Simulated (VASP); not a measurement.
# Al (P6_3/mmc) in VASP: notebook

Al is run at these levels: RPBE; tasks: single point.

Program: VASP 6.6.1. These are calculated values, not measurements. Logs are shortened: lines on timing, memory, paths and dates and some standing lists are left out, and cuts for length are marked.

### 1 The cell of the first run

Symmetry: P6_3/mmc, No. 194, hexagonal system. The conventional cell has a = 2.897 Å, b = 2.897 Å, c = 4.660 Å, α = 90.00°, β = 90.00°, γ = 120.00°. Within 3.8 Å of Al (site symmetry -6m2) lie 12 Al at 2.87 to 2.90 Å.

### 2 Single point, RPBE

File INCAR:

```
SYSTEM = Al
PREC = Accurate
ENCUT = 520
EDIFF = 1E-6
ISMEAR = -1
SIGMA = 0.1
LREAL = .FALSE.
LASPH = .TRUE.
NELM = 80
ALGO = Normal
ISIF = 2
LWAVE = .FALSE.
LCHARG = .FALSE.
GGA = RP
NBANDS = 10
```

File KPOINTS:

```
regular mesh
0
G
  13 13 7
  0 0 0
```

File POSCAR:

```
Al
1.0
    2.8966050064      0.0000000000      0.0000000000
   -1.4483025032      2.5085335203      0.0000000000
    0.0000000000      0.0000000000      4.6597820347
Al
2
Direct
    0.3333333333      0.6666666667      0.2500000000
    0.6666666667      0.3333333333      0.7500000000
```

Potentials or basis: VASP PAW PBE potentials, release 64 (Al).

Run with:

```console
$ cat potpaw_PBE.64/Al/POTCAR > POTCAR
$ mpirun -np 1 vasp_std > vasp.out
```

OUTCAR:

```text
SYSTEM = Al
   PREC = Accurate
   ENCUT = 520
   EDIFF = 1E-6
   ISMEAR = -1
   LREAL = .FALSE.
   LASPH = .TRUE.
   NELM = 80
   ISIF = 2
   GGA = RP

 ion  position               nearest neighbor table
   1  0.333  0.667  0.250-   2 2.87   2 2.87   2 2.87   2 2.87   2 2.87   2 2.87
   2  0.667  0.333  0.750-   1 2.87   1 2.87   1 2.87   1 2.87   1 2.87   1 2.87

  LATTYP: Found a hexagonal cell.
 ALAT       =     2.8966050064
 C/A-ratio  =     1.6087046817

  Lattice vectors:

 A1 = (   2.8966050064,   0.0000000000,   0.0000000000)
 A2 = (  -1.4483025032,   2.5085335203,   0.0000000000)
 A3 = (   0.0000000000,   0.0000000000,   4.6597820347)

Analysis of symmetry for initial positions (statically):
=====================================================================
 Subroutine PRICEL returns:
 Original cell was already a primitive cell.

 Routine SETGRP: Setting up the symmetry group for a
 hexagonal supercell.

 Subroutine GETGRP returns: Found 24 space group operations
 (whereof 12 operations were pure point group operations)
 out of a pool of 24 trial point group operations.

The static configuration has the point symmetry D_3d.
 The point group associated with its full space group is D_6h.

Analysis of symmetry for dynamics (positions and initial velocities):
=====================================================================
 Subroutine PRICEL returns:
 Original cell was already a primitive cell.

 Routine SETGRP: Setting up the symmetry group for a
 hexagonal supercell.

 Subroutine GETGRP returns: Found 24 space group operations
 (whereof 12 operations were pure point group operations)
 out of a pool of 24 trial point group operations.

The dynamic configuration has the point symmetry D_3d.
 The point group associated with its full space group is D_6h.

 Subroutine INISYM returns: Found 24 space group operations
 (whereof 12 operations are pure point group operations),
 and found     1 'primitive' translations

----------------------------------------------------------------------------------------

                                     Primitive cell

  volume of cell :      33.8591

  direct lattice vectors                    reciprocal lattice vectors
     2.896605006  0.000000000  0.000000000     0.345231745  0.199319641  0.000000000
    -1.448302503  2.508533520  0.000000000     0.000000000  0.398639281  0.000000000
     0.000000000  0.000000000  4.659782035     0.000000000  0.000000000  0.214602312

  length of vectors
     2.896605006  2.896605006  4.659782035     0.398639281  0.398639281  0.214602312

  position of ions in fractional coordinates (direct lattice)
     0.333333333  0.666666667  0.250000000
     0.666666667  0.333333333  0.750000000

  ion indices of the primitive-cell ions
   primitive index   ion index
                 1           1
                 2           2

----------------------------------------------------------------------------------------

 KPOINTS: regular mesh

Automatic generation of k-mesh.
 Grid dimensions read from file:
 generate k-points for:   13   13    7

 Generating k-lattice:

  Cartesian coordinates                     Fractional coordinates (reciprocal lattice)
     0.026556288  0.015332280  0.000000000     0.076923077 -0.000000000  0.000000000
     0.000000000  0.030664560  0.000000000     0.000000000  0.076923077  0.000000000
     0.000000000  0.000000000  0.030657473     0.000000000  0.000000000  0.142857143

  Length of vectors
     0.030664560  0.030664560  0.030657473

  Shift w.r.t. Gamma in fractional coordinates (k-lattice)
     0.000000000  0.000000000  0.000000000

 Subroutine IBZKPT returns following result:
 ===========================================

 Found     84 irreducible k-points:

 Following reciprocal coordinates:
            Coordinates               Weight
  0.000000  0.000000  0.000000      1.000000
  0.076923  0.000000  0.000000      6.000000
  0.153846  0.000000  0.000000      6.000000
  0.230769  0.000000  0.000000      6.000000
  0.307692  0.000000  0.000000      6.000000
  0.384615  0.000000  0.000000      6.000000
[... 16 lines left out ...]
  0.076923  0.000000  0.142857     12.000000
  0.153846  0.000000  0.142857     12.000000
 [... further k-points ...]
   k-points           NKPTS =     84   k-points in BZ     NKDIM =     84   number of bands    NBANDS=     10
   number of dos      NEDOS =    301   number of ions     NIONS =      2
   total plane-waves  NPLWV =  20736
   dimension x,y,z NGX =    24 NGY =   24 NGZ =   36
   dimension x,y,z NGXF=    48 NGYF=   48 NGZF=   72
   ions per type =               2
   NGX,Y,Z   is equivalent  to a cutoff of  13.77, 13.77, 12.84 a.u.
   NGXF,Y,Z  is equivalent  to a cutoff of  27.55, 27.55, 25.69 a.u.
 SYSTEM =  Al
   PREC   = accura    normal or accurate (medium, high low for compatibility)
   ISTART =      0    job   : 0-new  1-cont  2-samecut
   ICHARG =      2    charge: 1-file 2-atom 10-const
   ISPIN  =      1    spin polarized calculation?
   LNONCOLLINEAR =      F non collinear calculations
   LSORBIT =      F    spin-orbit coupling
   LASPH  =      T    aspherical Exc in radial PAW
   ENCUT  =  520.0 eV  38.22 Ry    6.18 a.u.   5.39  5.39  8.66*2*pi/ulx,y,z
   NELM   =     80;   NELMIN=  2; NELMDL= -5     # of ELM steps
   EDIFF  = 0.1E-05   stopping-criterion for ELM
   LREAL  =      F    real-space projection
   EDIFFG = 0.1E-04   stopping-criterion for IOM
   NSW    =      0    number of steps for IOM
   IBRION =     -1    ionic relax: 0-MD 1-quasi-New 2-CG
   NFREE  =      0    steps in history (QN), initial steepest desc. (CG)
   ISIF   =      2    stress and relaxation
   ISYM   =      2    0-nonsym 1-usesym 2-fastsym
   POTIM  = 0.5000    time-step for ionic-motion
   TEBEG  =    0.0;   TEEND  =   0.0 temperature during run
   PSTRESS=    0.0 pullay stress
   NELECT =       6.0000    total number of electrons
   NUPDOWN=      -1.0000    fix difference up-down
   EMIN   =  10.00;   EMAX   =-10.00  energy-range for DOS
   EFERMI =   0.00;   METHOD = LEGACY
   ISMEAR =    -1;   SIGMA  =   0.10  broadening in eV -4-tet -1-fermi 0-gaus
   EFERMI_NEDOS =   21; number of points for ismear=-14 and -15
   IALGO  =     38    algorithm
   IMIX   =      4    mixing-type and parameters
     AMIX     =   0.40;   BMIX     =  1.00
     AMIX_MAG =   1.60;   BMIX_MAG =  1.00
  volume/ion in A,a.u.               =      16.93       114.25
  Fermi-wavevector in a.u.,A,eV,Ry     =   0.919532  1.737664 11.504265  0.845540
  Thomas-Fermi vector in A             =   2.044737
   LORBIT       =      0    0 simple, 1 ext, 2 COOP (PROOUT), +10 PAW based schemes
   GGA     = RP    functional components
   LHFCALC =     F    Hartree Fock is set to
   AEXX    =    0.0000 exact exchange contribution
   IVDW    =     0    specifies the selected vdW correction
   LEPSILON=     F    determine dielectric tensor
   LRPA    =     F    only Hartree local field effects (RPA)
 non-spin polarized calculation
  energy-cutoff  :      520.00
  volume of cell :       33.86
 maximum number of plane-waves:       942
 NGX is ok and might be reduce to    24
   NGX = 11   NGY = 11   NGZ = 17

 number of electron       6.0000000 magnetization

 Free energy of the ion-electron system (eV)
  ---------------------------------------------------
  ext. energy  EPLUGINS =         0.00000000
  ---------------------------------------------------
  free energy    TOTEN  =        -6.96775764 eV

  energy without entropy =       -6.94304126  energy(sigma->0) =       -6.95539945

 E-fermi :   7.8324     XC(G=0): -10.0502

 val. band max:        7.7853228340   @ k =   0.3846   0.2308   0.2857
 cond. band min:       7.8819083529   @ k =   0.0769   0.0000   0.2857
 fundamental gap:      0.0965855189
 Fermi energy:         7.8323527157

 k-point     1 :       0.0000    0.0000    0.0000
  band No.  band energies     occupation
      1      -3.1354      2.00000
      2       3.3958      2.00000
      3       3.6856      2.00000
      4      17.9888      0.00000
      5      17.9888      0.00000
      6      18.4768      0.00000
      7      18.4768      0.00000
      8      19.9253      0.00000
      9      21.3894      0.00000
     10      22.3421      0.00000

 k-point     2 :       0.0769    0.0000    0.0000
  band No.  band energies     occupation
      1      -2.9962      2.00000
      2       3.5251      2.00000
      3       3.8216      2.00000
      4      15.7645      0.00000
      5      16.7669      0.00000
      6      18.1029      0.00000
      7      19.9408      0.00000
      8      20.8068      0.00000
      9      21.4233      0.00000
     10      21.7251      0.00000

 k-point     3 :       0.1538    0.0000    0.0000
  band No.  band energies     occupation
      1      -2.5796      2.00000
      2       3.9127      2.00000
      3       4.2266      2.00000
      4      12.9803      0.00000
      5      15.5729      0.00000
      6      16.9498      0.00000
      7      18.9118      0.00000
      8      19.1925      0.00000
      9      21.1877      0.00000
     10      21.6280      0.00000

 k-point     4 :       0.2308    0.0000    0.0000
  band No.  band energies     occupation
      1      -1.8879      2.00000
      2       4.5585      2.00000
      3       4.8885      2.00000
      4      10.3346      0.00000
      5      14.6157      0.00000
      6      15.6356      0.00000
      7      16.3338      0.00000
      8      17.2119      0.00000
      9      20.3474      0.00000
     10      20.6319      0.00000
[... 222 lines left out ...]
 k-point    22 :       0.0000    0.0000    0.1429
  band No.  band energies     occupation
      1      -2.9962      2.00000
      2       1.7920      2.00000
      3       5.5345      2.00000
      4      18.0996      0.00000
      5      18.0996      0.00000
      6      18.3673      0.00000
      7      18.5986      0.00000
      8      18.5986      0.00000
      9      21.5000      0.00000
     10      22.0999      0.00000

 k-point    23 :       0.0769    0.0000    0.1429
  band No.  band energies     occupation
      1      -2.8572      2.00000
      2       1.9262      2.00000
      3       5.6649      2.00000
      4      15.8691      0.00000
      5      16.8847      0.00000
      6      17.9482      0.00000
      7      19.1467      0.00000
      8      20.0378      0.00000
      9      20.2443      0.00000
     10      21.0452      0.00000

 k-point    24 :       0.1538    0.0000    0.1429
  band No.  band energies     occupation
      1      -2.4409      2.00000
      2       2.3279      2.00000
      3       6.0533      2.00000
      4      13.1002      0.00000
      5      15.6919      0.00000
      6      16.8443      0.00000
      7      17.6681      0.00000
      8      19.5106      0.00000
      9      19.8555      0.00000
     10      20.6923      0.00000

 [... further k-points ...]
[... 5 lines left out ...]
  --------------------------------------------------------------------------------------
  -------------------------------------------------------------------------------------
  Total       -0.0352528     -0.0352528     -0.0347297     -0.0000000      0.0000000      0.0000000
  in kB       -1.6681300     -1.6681300     -1.6433740     -0.0000000      0.0000000      0.0000000
  external PRESSURE =      -1.6598780 kB  Pullay stress =       0.0000000 kB

 VOLUME and BASIS-vectors are now :
 -----------------------------------------------------------------------------
  energy-cutoff  :      520.00
  volume of cell :       33.86
      direct lattice vectors                 reciprocal lattice vectors
     2.896605006  0.000000000  0.000000000     0.345231745  0.199319641  0.000000000
    -1.448302503  2.508533520  0.000000000     0.000000000  0.398639281  0.000000000
     0.000000000  0.000000000  4.659782035     0.000000000  0.000000000  0.214602312

 POSITION                                       TOTAL-FORCE (eV/Angst)
 -----------------------------------------------------------------------------------
     -0.00000      1.67236      1.16495         0.000000     -0.000000      0.000000
      1.44830      0.83618      3.49484        -0.000000      0.000000      0.000000
 -----------------------------------------------------------------------------------
    total drift:                                0.000000     -0.000000      0.000000

  FREE ENERGIE OF THE ION-ELECTRON SYSTEM (eV)
  ---------------------------------------------------
  free  energy   TOTEN  =        -6.9677576364 eV

  energy  without entropy=       -6.9430412635  energy(sigma->0) =       -6.95539945
```

It took 24 s on 1 thread of Intel Xeon 8259CL, shared host; peak memory 0.16 GiB.

Results:

* Free energy: -6.9678 eV
* Pressure: -0.2 GPa
* Band gap on the k mesh: zero (band 3 reaches 11.22 eV, above the bottom of band 4 at 5.07 eV)

Caveat: the PAW data sets were made with another functional, which shifts forces and pressure a little.

### 3 Single point, RPBE (volume scaled by 0.88)

File INCAR:

```
ALGO = Normal
EDIFF = 1E-6
ENCUT = 520
GGA = RP
ISIF = 2
ISMEAR = -1
LASPH = T
LCHARG = F
LREAL = F
LWAVE = F
NBANDS = 10
NELM = 100
PREC = Accurate
SIGMA = 0.1
```

File KPOINTS:

```
k-points
0
Gamma
  14 14 8
```

File POSCAR:

```
Al
1.0
    2.7757701491      0.0000000000      0.0000000000
   -1.3878850746      2.4038874642      0.0000000000
    0.0000000000      0.0000000000      4.4653944342
Al
2
Direct
    0.3333333333      0.6666666667      0.2500000000
    0.6666666667      0.3333333333      0.7500000000
```

Potentials or basis: VASP PAW PBE potentials, release 64 (Al).

Run with:

```console
$ cat potpaw_PBE.64/Al/POTCAR > POTCAR
$ mpirun -np 1 vasp_std > vasp.out
```

Wall time 35 s (1 thread of Intel Xeon 8259CL, shared host); peak memory 0.16 GiB.

Results (log left out):

- Free energy: -6.8219 eV
- Pressure: 12.2 GPa
- Band gap on the k mesh: zero (band 3 reaches 13.82 eV, above the bottom of band 4 at 5.85 eV)

Stress tensor (GPa, compression positive):
```
11.21  0.00  0.00
 0.00 11.21  0.00
 0.00  0.00 14.13
```

Levels at points of the mesh, in eV from the Fermi level:
```
           k point  band 1  band 2  band 3  band 4  band 5  band 6
(0.00, 0.00, 0.00)  -11.89   -4.95   -4.33   11.21   11.21   11.34
(0.50, 0.00, 0.00)   -5.69   -5.62    0.59    1.35    1.48    2.10
(0.00, 0.00, 0.50)  -10.04  -10.04    3.94    3.94   12.24   12.24
(0.50, 0.00, 0.50)   -4.30   -4.30   -3.38   -3.38    7.46    7.46
```

Caveat: the PAW data sets were made with another functional, which shifts forces and pressure a little.
